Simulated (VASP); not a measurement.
# SnO (Pmn2_1) in VASP: single point with LDA

Aim: the single point of SnO with LDA.

Program: VASP 6.6.1. These are calculated values, not measurements. Logs are shortened: lines on timing, memory, paths and dates and some standing lists are left out, and cuts for length are marked.

## Step 1: The cell of the first run

It takes space group Pmn2_1 (No. 31, orthorhombic). The conventional cell has a = 3.355 Å, b = 5.674 Å, c = 4.222 Å, α = 90.00°, β = 90.00°, γ = 90.00°. Sn (site symmetry m) has 3 O at 2.15 to 2.16 Å within 2.8 Å. Within 2.8 Å of O (site symmetry m) lie 3 Sn at 2.15 to 2.16 Å.

## Step 2: Single point, LDA

Input file INCAR:

```
ALGO = Normal
EDIFF = 1E-6
ENCUT = 600
GGA = CA
GGA_COMPAT = F
ISIF = 2
ISMEAR = 0
LASPH = T
LCHARG = F
LREAL = F
LWAVE = F
NBANDS = 28
NELM = 120
PREC = Accurate
SIGMA = 0.01
```

Input file KPOINTS:

```
k-points
0
Gamma
  5 3 4
```

Input file POSCAR:

```
SnO
1.0
    3.3550050000      0.0000000000      0.0000000000
    0.0000000000      5.6741040000      0.0000000000
    0.0000000000      0.0000000000      4.2219700000
Sn O
2 2
Direct
    0.0000000000      0.2319090000      0.5131440000
    0.5000000000      0.7680910000      0.0131440000
    0.0000000000      0.8912500000      0.7368570000
    0.5000000000      0.1087500000      0.2368570000
```

Potentials or basis: VASP PAW LDA potentials, release 64 (Sn_d, O).

Started as:

```
cat potpaw_LDA.64/Sn_d/POTCAR potpaw_LDA.64/O/POTCAR > POTCAR
mpirun -np 1 vasp_std > vasp.out
```

OUTCAR:

```text
EDIFF = 1E-6
   ENCUT = 600
   GGA = CA
   ISIF = 2
   ISMEAR = 0
   LASPH = T
   LREAL = F
   NELM = 120
   PREC = Accurate

 ion  position               nearest neighbor table
   1  0.000  0.232  0.513-   3 2.15   4 2.16   4 2.16
   2  0.500  0.768  0.013-   4 2.15   3 2.16   3 2.16
   3  0.000  0.891  0.737-   1 2.15   2 2.16   2 2.16
   4  0.500  0.109  0.237-   2 2.15   1 2.16   1 2.16

  LATTYP: Found a simple orthorhombic cell.
 ALAT       =     3.3550050000
 B/A-ratio  =     1.2584094510
 C/A-ratio  =     1.6912356315

  Lattice vectors:

 A1 = (  -3.3550050000,   0.0000000000,   0.0000000000)
 A2 = (   0.0000000000,   0.0000000000,   4.2219700000)
 A3 = (   0.0000000000,   5.6741040000,   0.0000000000)

Analysis of symmetry for initial positions (statically):
=====================================================================
 Subroutine PRICEL returns:
 Original cell was already a primitive cell.

 Routine SETGRP: Setting up the symmetry group for a
 simple orthorhombic supercell.

 Subroutine GETGRP returns: Found  4 space group operations
 (whereof  2 operations were pure point group operations)
 out of a pool of  8 trial point group operations.

The static configuration has the point symmetry C_1h.
 The point group associated with its full space group is C_2v.

Analysis of symmetry for dynamics (positions and initial velocities):
=====================================================================
 Subroutine PRICEL returns:
 Original cell was already a primitive cell.

 Routine SETGRP: Setting up the symmetry group for a
 simple orthorhombic supercell.

 Subroutine GETGRP returns: Found  4 space group operations
 (whereof  2 operations were pure point group operations)
 out of a pool of  8 trial point group operations.

The dynamic configuration has the point symmetry C_1h.
 The point group associated with its full space group is C_2v.

 Subroutine INISYM returns: Found  4 space group operations
 (whereof  2 operations are pure point group operations),
 and found     1 'primitive' translations

----------------------------------------------------------------------------------------

                                     Primitive cell

  volume of cell :      80.3722

  direct lattice vectors                    reciprocal lattice vectors
     3.355005000  0.000000000  0.000000000     0.298062149  0.000000000  0.000000000
     0.000000000  5.674104000  0.000000000     0.000000000  0.176239279  0.000000000
     0.000000000  0.000000000  4.221970000     0.000000000  0.000000000  0.236856254

  length of vectors
     3.355005000  5.674104000  4.221970000     0.298062149  0.176239279  0.236856254

  position of ions in fractional coordinates (direct lattice)
     0.000000000  0.231909000  0.513144000
     0.500000000  0.768091000  0.013144000
     0.000000000  0.891250000  0.736857000
     0.500000000  0.108750000  0.236857000

  ion indices of the primitive-cell ions
   primitive index   ion index
                 1           1
                 2           2
                 3           3
                 4           4

----------------------------------------------------------------------------------------

 KPOINTS: k-points

Automatic generation of k-mesh.
 Grid dimensions read from file:
 generate k-points for:    5    3    4

 Generating k-lattice:

  Cartesian coordinates                     Fractional coordinates (reciprocal lattice)
     0.059612430  0.000000000  0.000000000     0.200000000  0.000000000  0.000000000
     0.000000000  0.058746426  0.000000000     0.000000000  0.333333333  0.000000000
     0.000000000  0.000000000  0.059214064     0.000000000  0.000000000  0.250000000

  Length of vectors
     0.059612430  0.058746426  0.059214064

  Shift w.r.t. Gamma in fractional coordinates (k-lattice)
     0.000000000  0.000000000  0.000000000

 Subroutine IBZKPT returns following result:
 ===========================================

 Found     18 irreducible k-points:

 Following reciprocal coordinates:
            Coordinates               Weight
  0.000000  0.000000  0.000000      1.000000
  0.200000  0.000000  0.000000      2.000000
  0.400000  0.000000  0.000000      2.000000
  0.000000  0.333333  0.000000      2.000000
  0.200000  0.333333  0.000000      4.000000
  0.400000  0.333333  0.000000      4.000000
[... 10 lines left out ...]
  0.200000  0.333333  0.500000      4.000000
  0.400000  0.333333  0.500000      4.000000
   k-points           NKPTS =     18   k-points in BZ     NKDIM =     18   number of bands    NBANDS=     28
   number of dos      NEDOS =    301   number of ions     NIONS =      4
   total plane-waves  NPLWV =  48384
   dimension x,y,z NGX =    28 NGY =   48 NGZ =   36
   dimension x,y,z NGXF=    56 NGYF=   96 NGZF=   72
   ions per type =               2   2
   NGX,Y,Z   is equivalent  to a cutoff of  13.87, 14.06, 14.18 a.u.
   NGXF,Y,Z  is equivalent  to a cutoff of  27.75, 28.13, 28.35 a.u.
 SYSTEM =  unknown system
   PREC   = accura    normal or accurate (medium, high low for compatibility)
   ISTART =      0    job   : 0-new  1-cont  2-samecut
   ICHARG =      2    charge: 1-file 2-atom 10-const
   ISPIN  =      1    spin polarized calculation?
   LNONCOLLINEAR =      F non collinear calculations
   LSORBIT =      F    spin-orbit coupling
   LASPH  =      T    aspherical Exc in radial PAW
   ENCUT  =  600.0 eV  44.10 Ry    6.64 a.u.   6.70 11.33  8.43*2*pi/ulx,y,z
   NELM   =    120;   NELMIN=  2; NELMDL= -5     # of ELM steps
   EDIFF  = 0.1E-05   stopping-criterion for ELM
   LREAL  =      F    real-space projection
   EDIFFG = 0.1E-04   stopping-criterion for IOM
   NSW    =      0    number of steps for IOM
   IBRION =     -1    ionic relax: 0-MD 1-quasi-New 2-CG
   NFREE  =      0    steps in history (QN), initial steepest desc. (CG)
   ISIF   =      2    stress and relaxation
   ISYM   =      2    0-nonsym 1-usesym 2-fastsym
   POTIM  = 0.5000    time-step for ionic-motion
   TEBEG  =    0.0;   TEEND  =   0.0 temperature during run
   PSTRESS=    0.0 pullay stress
   NELECT =      40.0000    total number of electrons
   NUPDOWN=      -1.0000    fix difference up-down
   EMIN   =  10.00;   EMAX   =-10.00  energy-range for DOS
   EFERMI =   0.00;   METHOD = LEGACY
   ISMEAR =     0;   SIGMA  =   0.01  broadening in eV -4-tet -1-fermi 0-gaus
   EFERMI_NEDOS =   21; number of points for ismear=-14 and -15
   IALGO  =     38    algorithm
   IMIX   =      4    mixing-type and parameters
     AMIX     =   0.40;   BMIX     =  1.00
     AMIX_MAG =   1.60;   BMIX_MAG =  1.00
  volume/ion in A,a.u.               =      20.09       135.59
  Fermi-wavevector in a.u.,A,eV,Ry     =   1.297357  2.451650 22.900458  1.683136
  Thomas-Fermi vector in A             =   2.428755
   LORBIT       =      0    0 simple, 1 ext, 2 COOP (PROOUT), +10 PAW based schemes
   GGA     = CA    functional components
   LHFCALC =     F    Hartree Fock is set to
   AEXX    =    0.0000 exact exchange contribution
   IVDW    =     0    specifies the selected vdW correction
   LEPSILON=     F    determine dielectric tensor
   LRPA    =     F    only Hartree local field effects (RPA)
 non-spin polarized calculation
 Gauss-broadening in eV      SIGMA  =   0.01
  energy-cutoff  :      600.00
  volume of cell :       80.37
 maximum number of plane-waves:      2719
 NGX is ok and might be reduce to    28
   NGX = 13   NGY = 23   NGZ = 17

 number of electron      40.0000004 magnetization

 Free energy of the ion-electron system (eV)
  ---------------------------------------------------
  ext. energy  EPLUGINS =         0.00000000
  ---------------------------------------------------
  free energy    TOTEN  =       -25.18332052 eV

  energy without entropy =      -25.18332052  energy(sigma->0) =      -25.18332052

 E-fermi :   4.5953     XC(G=0):  -9.9649

 val. band max:        4.5241339453   @ k =   0.0000   0.0000   0.0000
 cond. band min:       6.0869166810   @ k =   0.4000   0.3333   0.0000
 fundamental gap:      1.5627827357
 Fermi energy:         4.5952560953

 k-point     1 :       0.0000    0.0000    0.0000
  band No.  band energies     occupation
      1     -16.5509      2.00000
      2     -16.2445      2.00000
      3     -16.1579      2.00000
      4     -16.1340      2.00000
      5     -16.1072      2.00000
      6     -16.0735      2.00000
[... 20 lines left out ...]
     27      13.1714      0.00000
     28      13.7417      0.00000

 k-point     2 :       0.2000    0.0000    0.0000
  band No.  band energies     occupation
      1     -16.5365      2.00000
      2     -16.2675      2.00000
      3     -16.1666      2.00000
      4     -16.1357      2.00000
      5     -16.1212      2.00000
      6     -16.0757      2.00000
[... 20 lines left out ...]
     27      12.9904      0.00000
     28      13.9506      0.00000

 k-point     3 :       0.4000    0.0000    0.0000
  band No.  band energies     occupation
      1     -16.5280      2.00000
      2     -16.4497      2.00000
      3     -16.1258      2.00000
      4     -16.1119      2.00000
      5     -16.0908      2.00000
      6     -16.0792      2.00000
[... 20 lines left out ...]
     27      12.9713      0.00000
     28      14.1944      0.00000

 k-point     4 :       0.0000    0.3333    0.0000
  band No.  band energies     occupation
      1     -16.5448      2.00000
      2     -16.2478      2.00000
      3     -16.1527      2.00000
      4     -16.1316      2.00000
      5     -16.1094      2.00000
      6     -16.0796      2.00000
[... 392 lines left out ...]
     27      14.9036      0.00000
     28      14.9036      0.00000

 k-point    17 :       0.2000    0.3333    0.5000
  band No.  band energies     occupation
      1     -16.4328      2.00000
      2     -16.4328      2.00000
      3     -16.1496      2.00000
      4     -16.1496      2.00000
      5     -16.1036      2.00000
      6     -16.1036      2.00000
[... 20 lines left out ...]
     27      14.6479      0.00000
     28      14.6479      0.00000

 k-point    18 :       0.4000    0.3333    0.5000
  band No.  band energies     occupation
      1     -16.5105      2.00000
      2     -16.5105      2.00000
      3     -16.1404      2.00000
      4     -16.1404      2.00000
      5     -16.0681      2.00000
      6     -16.0681      2.00000
[... 20 lines left out ...]
     27      14.0338      0.00000
     28      14.0338      0.00000

------------------------ aborting loop because EDIFF is reached ----------------------------------------

  FORCE on cell =-STRESS in cart. coord.  units (eV):
  Direction    XX          YY          ZZ          XY          YZ          ZX
  --------------------------------------------------------------------------------------
  -------------------------------------------------------------------------------------
  Total       -3.0433551     -2.4469428     -2.3569393      0.0000000      0.0000000      0.0000000
  in kB      -60.6677110    -48.7785402    -46.9843657      0.0000000      0.0000000      0.0000000
  external PRESSURE =     -52.1435390 kB  Pullay stress =       0.0000000 kB

 VOLUME and BASIS-vectors are now :
 -----------------------------------------------------------------------------
  energy-cutoff  :      600.00
  volume of cell :       80.37
      direct lattice vectors                 reciprocal lattice vectors
     3.355005000  0.000000000  0.000000000     0.298062149  0.000000000  0.000000000
     0.000000000  5.674104000  0.000000000     0.000000000  0.176239279  0.000000000
     0.000000000  0.000000000  4.221970000     0.000000000  0.000000000  0.236856254

 POSITION                                       TOTAL-FORCE (eV/Angst)
 -----------------------------------------------------------------------------------
      0.00000      1.31588      2.16648         0.000000     -0.620046     -0.195382
      1.67750      4.35823      0.05549         0.000000      0.620046     -0.195382
      0.00000      5.05705      3.11099         0.000000      0.181477      0.195382
      1.67750      0.61706      1.00000         0.000000     -0.181477      0.195382
 -----------------------------------------------------------------------------------
    total drift:                                0.000000      0.000000     -0.000163

  FREE ENERGIE OF THE ION-ELECTRON SYSTEM (eV)
  ---------------------------------------------------
  free  energy   TOTEN  =       -25.1833205234 eV

  energy  without entropy=      -25.1833205234  energy(sigma->0) =      -25.18332052
```

Run time: 20 s. Hardware: 1 thread of Intel Xeon 6975P-C (Granite Rapids), shared host; peak memory 0.2 GiB.

What came out:

| Quantity | Value |
| --- | --- |
| Free energy | -25.1833 eV |
| Pressure | -5.2 GPa |
| Largest force | 0.650 eV/Å |
| Band gap on the k mesh | 1.56 eV, indirect (least direct gap 2.16 eV) |

Forces on the atoms (eV/Å):
```
Sn   0.000 -0.620 -0.195
Sn   0.000  0.620 -0.195
O    0.000  0.181  0.195
O    0.000 -0.181  0.195
```

Stress tensor (GPa, compression positive):
```
-6.07  0.00  0.00
 0.00 -4.88  0.00
 0.00  0.00 -4.70
```

Caveat: spin-orbit coupling is left out, which moves the levels of the heavy elements. A hybrid or GW would open this gap; LDA tends to underestimate it.
